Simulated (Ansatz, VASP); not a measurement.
Ni in VASP and in Ansatz

The input POSCAR:

```
Ni
1.0
    4.0875682625      0.0000000000      0.0000000000
   -2.0437841313      3.5399379550      0.0000000000
    0.0000000000      0.0000000000      2.4871913138
Ni
3
Direct
    1.0000000000      1.0000000000      0.0000000000
    0.3333333333      0.6666666667      0.5000000000
    0.6666666667      0.3333333333      0.5000000000
```

Contents of INCAR.step1:

```
PREC = Accurate
ENCUT = 520
ISMEAR = -1
SIGMA = 0.05
LREAL = F
LASPH = T
NELM = 150
ISPIN = 2
MAGMOM = 0.783 0.791 0.791
LMAXMIX = 4
NBANDS = 26
GGA = PE
ALGO = Normal
EDIFF = 1E-4
LWAVE = T
LCHARG = F
```

INCAR.step2

```
PREC = Accurate
ENCUT = 520
EDIFF = 1E-6
ISMEAR = -1
SIGMA = 0.05
LREAL = F
LASPH = T
NELM = 150
ALGO = Normal
ISIF = 2
LWAVE = F
LCHARG = T
ISPIN = 2
MAGMOM = 0.783 0.791 0.791
LORBIT = 11
LMAXMIX = 4
METAGGA = R2SCAN
LMIXTAU = T
LELF = T
LVHAR = T
NBANDS = 26
ISTART = 1
```

KPOINTS

```
regular mesh
0
Gamma
  10 10 15
```

Input for Ansatz:

```yaml
crystal:
  lattice:
    - [4.0875682625, 0.0, 0.0]
    - [-2.0437841313, 3.539937955, 0.0]
    - [0.0, 0.0, 2.4871913138]
  atoms:
    - { symbol: Ni, position: [1.0, 1.0, 0.0], spin: 0.783 }
    - { symbol: Ni, position: [0.3333333333, 0.6666666667, 0.5], spin: 0.791 }
    - { symbol: Ni, position: [0.6666666667, 0.3333333333, 0.5], spin: 0.791 }
hamiltonian:
  xc: r2scan
  pseudopotentials:
    kind: paw
    azcp:
      Ni: "pseudopotentials/Ni.paw.azcp"
basis:
  ecutwfc: 500
  fft_grid_basis: typed
kpoints:
  mp_grid: { grid: [10, 10, 15], shift: [0, 0, 0] }
magnetization:
  spin_polarized: true
scf:
  occupations: { method: fermi_dirac, width: 0.05 }
  lower_state_search: "off"
output:
  stress: true
```

Alike in both runs: task single point; functional r2SCAN; k mesh 10 × 10 × 15; occupations fermi-dirac, width 0.05 eV; collinear spin.

|  | VASP | Ansatz |
| --- | --- | --- |
| version | VASP 6.6.1 | Ansatz 0.2.0 |
| potentials or method | VASP PAW PBE potentials, release 64 (Ni), cutoff 520 eV | plane waves (500 eV) with PAW, scalar-relativistic |
| valence electrons in the cell | 30 | 54 |

VASP gave:

```
pressure (GPa)                                                : -17.5
traceless stress, the component that is largest in VASP (GPa) : 0.40
net moment per atom (μB)                                      : 0.73
size of the moment on the site where the two differ most (μB) : 0.76
```

Task: Which values does Ansatz return?

Result: Pressure (GPa): -17.8; traceless stress, the component that is largest in VASP (GPa): 0.51; net moment per atom (μB): 0.75; size of the moment on the site where the two differ most (μB): 0.83.

VASP's potentials were made for PBE, not for r2SCAN. Site moments also hang on the region over which each program counts them. VASP's potentials hold 30 valence electrons a cell and Ansatz's 54, so a difference there can come from the potentials and not from the codes. Ansatz's warnings: stability check not made.
